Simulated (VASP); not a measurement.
Runs of VASP 6.6.1 on Nb. The structure is that of space group Im-3m (No. 229), or close to it. The cells are those of the table. 

```tsv
task	cell	k mesh	cutoff (eV)	gap on the mesh (eV)	pressure (GPa)	moment (μB)
relaxation of cell and atoms	relaxed from a = 2.858 Å, angles 109.5°, 1 atom	13 × 13 × 13	600	none	0.0	0.00
single point	a = 2.864 Å, angles 109.5°, 1 atom	13 × 13 × 13	520	none	-0.4	0.00
single point	a = 2.745 Å, angles 109.5°, 1 atom	22 × 22 × 22	520	none	(a)	0.00
single point	a = 2.864 Å, angles 109.5°, 1 atom	22 × 22 × 22	520	none	0.2	0.00
```

Alike in all rows: level PBE; potentials or basis VASP PAW PBE potentials, release 64 (Nb_sv); spin collinear; smearing fermi-dirac 0.05 eV.

Task: Fill in the values left out.

Result: (a) 27.7.

Caveats: the cell stands under pressure (at least some runs).

A k mesh can miss the band edges, and the runs leave out spin-orbit coupling on Nb.

A gap of «none» marks levels without a gap at the run's occupations.
